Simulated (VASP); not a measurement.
Here is a VASP 6.6.1 calculation.

The input INCAR:

```
SYSTEM = Re
PREC     = Accurate       ! precision mode
ENCUT    = 520            ! plane-wave cutoff, eV
EDIFF    = 1E-6           ! SCF threshold, eV
ISMEAR   = 0              ! smearing method
SIGMA    = 0.15           ! smearing width, eV
LREAL    = .False.        ! projectors in reciprocal space
LASPH    = .True.         ! aspherical terms in the spheres
NELM     = 80             ! most SCF steps
ALGO     = Fast           ! electronic algorithm
ISIF     = 2              ! what is computed and relaxed
LWAVE    = .False.        ! write WAVECAR
LCHARG   = .False.        ! write CHGCAR
GGA      = PE             ! functional
NBANDS   = 10             ! bands
```

Contents of KPOINTS:

```
regular mesh
0
Gamma
  10 10 10
  0 0 0
```

The input POSCAR:

```
Re
1.0
    0.0000000000      1.9577236186      1.7423740206
    1.7423740206      0.0000000000      1.7423740206
    1.7423740206      1.9577236186      0.0000000000
Re
1
Direct
    0.0000000000      0.0000000000      0.0000000000
```

Potentials or basis: VASP PAW PBE potentials, release 64 (Re).

The run is started by

```console
$ cat potpaw_PBE.64/Re/POTCAR > POTCAR
$ mpirun -np 1 vasp_std > vasp.out
```

(1) Estimate the pressure.

Results:

(1) 145.6 GPa.

Caveat: the cell differs from its parent crystal (normal strain along x -0.1100, normal strain along z -0.1100).
